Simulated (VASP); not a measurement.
# MoS2 (P-3m1) in VASP: further runs

Runs on MoS2. Level: PBEsol. Tasks: single point.

Everything below comes from runs of VASP 6.6.1. Logs are shortened: lines on timing, memory, paths and dates and some standing lists are left out, and cuts for length are marked.

**1. The cell of the first run**

The structure is trigonal, space group P-3m1 (No. 164). Conventional cell: a = 3.141 Å, b = 3.141 Å, c = 15.579 Å, α = 90.00°, β = 90.00°, γ = 120.00°. Within 3.2 Å of Mo (site symmetry 3m) lie 6 S at 2.39 Å and 6 Mo at 3.14 Å. Within 3.2 Å of S (site symmetry 3m) lie 3 Mo at 2.39 Å and 7 S at 3.12 to 3.14 Å. Within 3.2 Å of S (site symmetry 3m) lie 3 Mo at 2.39 Å and 7 S at 3.12 to 3.14 Å.

**2. Single point, PBEsol (the distance across one plane changed)**

INCAR

```
  PREC = Accurate
  ENCUT = 520
  EDIFF = 1E-7
  ISMEAR = 0
  SIGMA = 0.05
  LREAL = False
  LASPH = True
  NELM = 100
  ALGO = Normal
  ISIF = 2
  LWAVE = False
  LCHARG = True
  GGA = PS
  LELF = True
  LVHAR = True
  NBANDS = 35
```

KPOINTS

```
regular mesh
0
Gamma
  10 10 2
```

POSCAR

```
MoS2
1.0
   -3.1414322132      0.0000000000      0.0000000000
   -1.5707161066     -2.7205601009      0.0000000000
    0.0000000000      0.0000000000     15.5788195080
Mo S
2 4
Direct
    0.3333333333      0.3333333333      0.2018577130
    0.6666666667      0.6666666667      0.6055731390
    0.3333333333      0.3333333333      0.5054951870
    0.6666666667      0.6666666667      0.1017797610
    0.3333333333      0.3333333333      0.7056510909
    0.6666666667      0.6666666667      0.3019356649
```

Potentials or basis: VASP PAW PBE potentials, release 64 (Mo_sv, S).

The run is started by

```bash
cat potpaw_PBE.64/Mo_sv/POTCAR potpaw_PBE.64/S/POTCAR > POTCAR
mpirun -np 1 vasp_std > vasp.out
```

OUTCAR:

```text
PREC = Accurate
   ENCUT = 520
   EDIFF = 1E-7
   ISMEAR = 0
   LREAL = False
   LASPH = True
   NELM = 100
   ISIF = 2
   GGA = PS

 ion  position               nearest neighbor table
   1  0.333  0.333  0.202-   6 2.39   6 2.39   6 2.39   4 2.39   4 2.39   4 2.39
   2  0.667  0.667  0.606-   5 2.39   5 2.39   5 2.39   3 2.39   3 2.39   3 2.39
   3  0.333  0.333  0.505-   2 2.39   2 2.39   2 2.39
   4  0.667  0.667  0.102-   1 2.39   1 2.39   1 2.39
   5  0.333  0.333  0.706-   2 2.39   2 2.39   2 2.39
   6  0.667  0.667  0.302-   1 2.39   1 2.39   1 2.39

  LATTYP: Found a hexagonal cell.
 ALAT       =     3.1414322132
 C/A-ratio  =     4.9591455268

  Lattice vectors:

 A1 = (   1.5707161066,   2.7205601009,   0.0000000000)
 A2 = (  -3.1414322132,   0.0000000000,   0.0000000000)
 A3 = (   0.0000000000,   0.0000000000,  15.5788195080)

Analysis of symmetry for initial positions (statically):
=====================================================================
 Subroutine PRICEL returns:
 Original cell was already a primitive cell.

 Routine SETGRP: Setting up the symmetry group for a
 hexagonal supercell.

 Subroutine GETGRP returns: Found 12 space group operations
 (whereof  6 operations were pure point group operations)
 out of a pool of 24 trial point group operations.

The static configuration has the point symmetry C_3v.
 The point group associated with its full space group is D_3d.

Analysis of symmetry for dynamics (positions and initial velocities):
=====================================================================
 Subroutine PRICEL returns:
 Original cell was already a primitive cell.

 Routine SETGRP: Setting up the symmetry group for a
 hexagonal supercell.

 Subroutine GETGRP returns: Found 12 space group operations
 (whereof  6 operations were pure point group operations)
 out of a pool of 24 trial point group operations.

The dynamic configuration has the point symmetry C_3v.
 The point group associated with its full space group is D_3d.

 Subroutine INISYM returns: Found 12 space group operations
 (whereof  6 operations are pure point group operations),
 and found     1 'primitive' translations

----------------------------------------------------------------------------------------

                                     Primitive cell

  volume of cell :     133.1437

  direct lattice vectors                    reciprocal lattice vectors
    -3.141432213  0.000000000  0.000000000    -0.318326143  0.183785684  0.000000000
    -1.570716107 -2.720560101  0.000000000     0.000000000 -0.367571369  0.000000000
     0.000000000  0.000000000 15.578819508     0.000000000  0.000000000  0.064189716

  length of vectors
     3.141432213  3.141432213 15.578819508     0.367571369  0.367571369  0.064189716

  position of ions in fractional coordinates (direct lattice)
     0.333333333  0.333333333  0.201857713
     0.666666667  0.666666667  0.605573139
     0.333333333  0.333333333  0.505495187
     0.666666667  0.666666667  0.101779761
     0.333333333  0.333333333  0.705651091
     0.666666667  0.666666667  0.301935665

  ion indices of the primitive-cell ions
   primitive index   ion index
                 1           1
                 2           2
                 3           3
                 4           4
                 5           5
                 6           6

----------------------------------------------------------------------------------------

 KPOINTS: regular mesh

Automatic generation of k-mesh.
 Grid dimensions read from file:
 generate k-points for:   10   10    2

 Generating k-lattice:

  Cartesian coordinates                     Fractional coordinates (reciprocal lattice)
    -0.031832614  0.018378568  0.000000000     0.100000000  0.000000000  0.000000000
     0.000000000 -0.036757137  0.000000000     0.000000000  0.100000000  0.000000000
     0.000000000  0.000000000  0.032094858     0.000000000  0.000000000  0.500000000

  Length of vectors
     0.036757137  0.036757137  0.032094858

  Shift w.r.t. Gamma in fractional coordinates (k-lattice)
     0.000000000  0.000000000  0.000000000

 Subroutine IBZKPT returns following result:
 ===========================================

 Found     28 irreducible k-points:

 Following reciprocal coordinates:
            Coordinates               Weight
  0.000000  0.000000  0.000000      1.000000
  0.100000  0.000000  0.000000      6.000000
  0.200000  0.000000  0.000000      6.000000
  0.300000  0.000000  0.000000      6.000000
  0.400000  0.000000  0.000000      6.000000
  0.500000  0.000000  0.000000      3.000000
[... 16 lines left out ...]
  0.400000  0.100000  0.500000     12.000000
  0.500000  0.100000  0.500000     12.000000
 [... further k-points ...]
   k-points           NKPTS =     28   k-points in BZ     NKDIM =     28   number of bands    NBANDS=     35
   number of dos      NEDOS =    301   number of ions     NIONS =      6
   total plane-waves  NPLWV =  69120
   dimension x,y,z NGX =    24 NGY =   24 NGZ =  120
   dimension x,y,z NGXF=    48 NGYF=   48 NGZF=  240
   ions per type =               2   4
   NGX,Y,Z   is equivalent  to a cutoff of  12.70, 12.70, 12.81 a.u.
   NGXF,Y,Z  is equivalent  to a cutoff of  25.40, 25.40, 25.61 a.u.
 SYSTEM =  unknown system
   PREC   = accura    normal or accurate (medium, high low for compatibility)
   ISTART =      0    job   : 0-new  1-cont  2-samecut
   ICHARG =      2    charge: 1-file 2-atom 10-const
   ISPIN  =      1    spin polarized calculation?
   LNONCOLLINEAR =      F non collinear calculations
   LSORBIT =      F    spin-orbit coupling
   LASPH  =      T    aspherical Exc in radial PAW
   ENCUT  =  520.0 eV  38.22 Ry    6.18 a.u.   5.84  5.84 28.97*2*pi/ulx,y,z
   NELM   =    100;   NELMIN=  2; NELMDL= -5     # of ELM steps
   EDIFF  = 0.1E-06   stopping-criterion for ELM
   LREAL  =      F    real-space projection
   EDIFFG = 0.1E-05   stopping-criterion for IOM
   NSW    =      0    number of steps for IOM
   IBRION =     -1    ionic relax: 0-MD 1-quasi-New 2-CG
   NFREE  =      0    steps in history (QN), initial steepest desc. (CG)
   ISIF   =      2    stress and relaxation
   ISYM   =      2    0-nonsym 1-usesym 2-fastsym
   POTIM  = 0.5000    time-step for ionic-motion
   TEBEG  =    0.0;   TEEND  =   0.0 temperature during run
   PSTRESS=    0.0 pullay stress
   NELECT =      52.0000    total number of electrons
   NUPDOWN=      -1.0000    fix difference up-down
   EMIN   =  10.00;   EMAX   =-10.00  energy-range for DOS
   EFERMI =   0.00;   METHOD = LEGACY
   ISMEAR =     0;   SIGMA  =   0.05  broadening in eV -4-tet -1-fermi 0-gaus
   EFERMI_NEDOS =   21; number of points for ismear=-14 and -15
   IALGO  =     38    algorithm
   IMIX   =      4    mixing-type and parameters
     AMIX     =   0.40;   BMIX     =  1.00
     AMIX_MAG =   1.60;   BMIX_MAG =  1.00
  volume/ion in A,a.u.               =      22.19       149.75
  Fermi-wavevector in a.u.,A,eV,Ry     =   1.196655  2.261351 19.483326  1.431984
  Thomas-Fermi vector in A             =   2.332590
   LORBIT       =      0    0 simple, 1 ext, 2 COOP (PROOUT), +10 PAW based schemes
   GGA     = PS    functional components
   LHFCALC =     F    Hartree Fock is set to
   AEXX    =    0.0000 exact exchange contribution
   IVDW    =     0    specifies the selected vdW correction
   LEPSILON=     F    determine dielectric tensor
   LRPA    =     F    only Hartree local field effects (RPA)
 non-spin polarized calculation
 Gauss-broadening in eV      SIGMA  =   0.05
  energy-cutoff  :      520.00
  volume of cell :      133.14
 maximum number of plane-waves:      3606
   NGX = 11   NGY = 11   NGZ = 57

 number of electron      51.9999998 magnetization

 Free energy of the ion-electron system (eV)
  ---------------------------------------------------
  ext. energy  EPLUGINS =         0.00000000
  ---------------------------------------------------
  free energy    TOTEN  =       -46.87913573 eV

  energy without entropy =      -46.87913573  energy(sigma->0) =      -46.87913573

 E-fermi :   4.9092     XC(G=0):  -9.2016

 val. band max:        4.6234195227   @ k =   0.0000   0.0000   0.0000
 cond. band min:       6.0611923691   @ k =   0.4000   0.2000   0.0000
 fundamental gap:      1.4377728464
 Fermi energy:         4.9091590848

 k-point     1 :       0.0000    0.0000    0.0000
  band No.  band energies     occupation
      1     -56.4467      2.00000
      2     -56.4467      2.00000
      3     -30.6579      2.00000
      4     -30.6579      2.00000
      5     -30.3951      2.00000
      6     -30.3951      2.00000
[... 27 lines left out ...]
     34       7.4476      0.00000
     35       9.6992      0.00000

 k-point     2 :       0.1000    0.0000    0.0000
  band No.  band energies     occupation
      1     -56.4424      2.00000
      2     -56.4423      2.00000
      3     -30.6495      2.00000
      4     -30.6495      2.00000
      5     -30.4375      2.00000
      6     -30.4375      2.00000
[... 27 lines left out ...]
     34       7.4259      0.00000
     35       9.9568      0.00000

 k-point     3 :       0.2000    0.0000    0.0000
  band No.  band energies     occupation
      1     -56.4311      2.00000
      2     -56.4310      2.00000
      3     -30.6275      2.00000
      4     -30.6275      2.00000
      5     -30.5473      2.00000
      6     -30.5473      2.00000
[... 27 lines left out ...]
     34       7.9842      0.00000
     35      10.5006      0.00000
[... 723 lines left out ...]
 k-point    23 :       0.4000    0.1000    0.5000
  band No.  band energies     occupation
      1     -56.4092      2.00000
      2     -56.4092      2.00000
      3     -30.7361      2.00000
      4     -30.7361      2.00000
      5     -30.5849      2.00000
      6     -30.5849      2.00000
[... 27 lines left out ...]
     34       8.8285      0.00000
     35      11.6880      0.00000

 k-point    24 :       0.5000    0.1000    0.5000
  band No.  band energies     occupation
      1     -56.4013      2.00000
      2     -56.4013      2.00000
      3     -30.8042      2.00000
      4     -30.8042      2.00000
      5     -30.5696      2.00000
      6     -30.5696      2.00000
[... 27 lines left out ...]
     34       8.7458      0.00000
     35      10.7445      0.00000

 [... further k-points ...]

------------------------ aborting loop because EDIFF is reached ----------------------------------------

  FORCE on cell =-STRESS in cart. coord.  units (eV):
  Direction    XX          YY          ZZ          XY          YZ          ZX
  --------------------------------------------------------------------------------------
  -------------------------------------------------------------------------------------
  Total       -0.0541510     -0.0541510     -0.1062624     -0.0000000      0.0000000      0.0000000
  in kB       -0.6516234     -0.6516234     -1.2787028     -0.0000000      0.0000000      0.0000000
  external PRESSURE =      -0.8606499 kB  Pullay stress =       0.0000000 kB

 VOLUME and BASIS-vectors are now :
 -----------------------------------------------------------------------------
  energy-cutoff  :      520.00
  volume of cell :      133.14
      direct lattice vectors                 reciprocal lattice vectors
    -3.141432213  0.000000000  0.000000000    -0.318326143  0.183785684  0.000000000
    -1.570716107 -2.720560101  0.000000000     0.000000000 -0.367571369  0.000000000
     0.000000000  0.000000000 15.578819508     0.000000000  0.000000000  0.064189716

 POSITION                                       TOTAL-FORCE (eV/Angst)
 -----------------------------------------------------------------------------------
     -1.57072     -0.90685      3.14470        -0.000000     -0.000000     -0.023116
     -3.14143     -1.81371      9.43411         0.000000      0.000000      0.023116
     -1.57072     -0.90685      7.87502         0.000000      0.000000     -0.002352
     -3.14143     -1.81371      1.58561         0.000000     -0.000000      0.019334
     -1.57072     -0.90685     10.99321        -0.000000      0.000000     -0.019334
     -3.14143     -1.81371      4.70380        -0.000000     -0.000000      0.002352
 -----------------------------------------------------------------------------------
    total drift:                                0.000000      0.000000     -0.000025

  FREE ENERGIE OF THE ION-ELECTRON SYSTEM (eV)
  ---------------------------------------------------
  free  energy   TOTEN  =       -46.8791357293 eV

  energy  without entropy=      -46.8791357293  energy(sigma->0) =      -46.87913573
```

It took 4.3 min on 1 thread of Intel Xeon 8259CL, shared host; peak memory 0.3 GiB.

Results:

* Free energy: -46.8791 eV
* Pressure: -0.1 GPa
* Largest force: 0.023 eV/Å
* Band gap on the k mesh: 1.44 eV (least direct gap 2.02 eV)

Forces in eV/Å, atoms in the order of the input:
```
Mo   0.000  0.000 -0.023
Mo   0.000  0.000  0.023
S    0.000  0.000 -0.002
S    0.000  0.000  0.019
S    0.000  0.000 -0.019
S    0.000  0.000  0.002
```

Caveat: the cell differs from its parent crystal (the distance across one plane changed); the PAW data sets were made with another functional, which shifts forces and pressure a little.

**3. Single point, PBEsol (the distance across one plane changed)**

INCAR

```
PREC = Accurate
ENCUT = 520
EDIFF = 1E-6
ISMEAR = 0
SIGMA = 0.05
LREAL = False
LASPH = True
NELM = 60
ALGO = Normal
ISIF = 2
LWAVE = False
LCHARG = False
GGA = PS
NBANDS = 35
```

KPOINTS is that of step 2.

POSCAR

```
MoS2
1.0
   -3.1414322132      0.0000000000      0.0000000000
   -1.5707161066     -2.7205601009      0.0000000000
    0.0000000000      0.0000000000     17.0788195080
Mo S
2 4
Direct
    0.3333333333      0.3333333333      0.1841289368
    0.6666666667      0.6666666667      0.5523868103
    0.3333333333      0.3333333333      0.4610985131
    0.6666666667      0.6666666667      0.0928406396
    0.3333333333      0.3333333333      0.6436751074
    0.6666666667      0.6666666667      0.2754172339
```

Potentials or basis: VASP PAW PBE potentials, release 64 (Mo_sv, S).

The run is started by

```bash
cat potpaw_PBE.64/Mo_sv/POTCAR potpaw_PBE.64/S/POTCAR > POTCAR
mpirun -np 1 vasp_std > vasp.out
```

It took 4.9 min on 1 thread of Intel Xeon 8259CL, shared host; peak memory 0.32 GiB.

The run converged. Its results:

* Free energy: -46.8785 eV
* Pressure: -0.1 GPa
* Largest force: 0.023 eV/Å
* Band gap on the k mesh: 1.45 eV (least direct gap 2.02 eV)

Forces in eV/Å, atoms in the order of the input:
```
Mo   0.000  0.000 -0.023
Mo   0.000  0.000  0.023
S    0.000  0.000 -0.002
S    0.000  0.000  0.020
S    0.000  0.000 -0.020
S    0.000  0.000  0.002
```

Levels at points of the mesh, in eV from the valence-band top:
```csv
k point,band 24,band 25,band 26,band 27,band 28,band 29
"(0.00, 0.00, 0.00)",-1.75,-0.63,0.00,2.52,2.52,2.53
"(0.50, 0.00, 0.00)",-1.22,-1.06,-1.02,2.03,2.05,2.48
"(0.00, 0.00, 0.50)",-1.76,-0.63,0.00,2.52,2.52,2.53
"(0.50, 0.00, 0.50)",-1.22,-1.06,-1.02,2.03,2.05,2.48
```

Caveat: the cell differs from its parent crystal (the distance across one plane changed); the PAW data sets were made with another functional, which shifts forces and pressure a little. A k mesh can miss the band edges.
